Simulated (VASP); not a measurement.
Hf2Si3N: single point with PBE

Hf2Si3N:

```xyz
6
Lattice="2.6439 1.5264 3.6927 -2.6439 1.5264 3.6927 0.0000 -3.0529 3.6927" Properties=species:S:1:pos:R:3 pbc="T T T"
Hf    0.0000    0.0000    6.9838
Hf    0.0000    0.0000    4.0943
Si   -1.3219    0.7632    1.8464
Si    1.3219    0.7632    1.8464
Si    0.0000   -1.5264    1.8464
N     0.0000    0.0000    0.0000
```

```yaml
Program: VASP 6.6.1
Task: single point
Functional: PBE
Potentials_or_basis: VASP PAW PBE potentials, release 64 (Hf_pv, Si, N)
Cutoff: 520 eV
k_mesh: 12 × 12 × 12
Occupations: gaussian, width 0.1 eV
Spin: no spin polarisation
Dipole_correction: no
k_mesh_for_the_DOS: 18 × 18 × 18
Occupations_for_the_DOS: tetrahedron
Further_INCAR_settings: ALGO = Normal; EDIFF = 1e-07
```

* Valence electrons inside the program's atomic spheres: Hf 8.44; Si 1.58; N 3.45

Levels at points of the mesh, in eV from the Fermi level:
```csv
k point,band 15,band 16,band 17,band 18,band 19,band 20,band 21,band 22
"(0.00, 0.00, 0.00)",-4.60,-4.24,-1.17,0.60,1.30,1.30,1.86,1.86
"(0.50, 0.00, 0.00)",-2.44,-2.05,-1.53,-0.35,-0.12,0.42,1.08,1.80
"(0.50, 0.50, 0.00)",-2.19,-2.06,-1.61,-0.64,-0.19,0.09,0.16,0.54
"(0.50, 0.50, 0.50)",-2.37,-2.21,-1.51,-1.51,-1.49,-1.49,2.50,2.52
```

Run time: 8.8 min on 1 thread of Intel(R) Xeon(R) 6975P-C (Granite Rapids), on a shared host, peak memory 1.1 GiB.

Caveat: spin-orbit coupling is left out, which moves the levels of the heavy elements.
